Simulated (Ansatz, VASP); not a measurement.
# Two plane-wave programs on Sc

```
Sc
1.0
     0.00000    3.12749    3.12749
     3.12749    0.00000    3.12749
     3.12749    3.12749    0.00000
Sc
2
Direct
  0.50000 0.50000 0.50000
  0.75000 0.75000 0.75000
```

Alike in both runs: functional PBEsol; k mesh 16 × 16 × 16; occupations gaussian, width 0.1 eV; no spin polarisation.

Ansatz relaxed the structure, and its values are those at the end. VASP's run is a single point on that final structure, the one shown.

|  | VASP | Ansatz |
| --- | --- | --- |
| version | VASP 6.6.1 | Ansatz 0.2.0 |
| potentials or method | VASP PAW PBE potentials, release 64 (Sc_sv), cutoff 520 eV | scalar-relativistic, plane waves, PAW |
| valence electrons in the cell | 22 | 22 |

```tsv
	VASP	Ansatz	Ansatz less VASP
gap on the k mesh at the Fermi level (eV)	none	none	-
pressure (GPa)	0.0	0.0	+0.01
```

VASP's potentials were made for PBE, not for PBEsol. A gap of «none» marks a metal or a gap that the smearing closes.
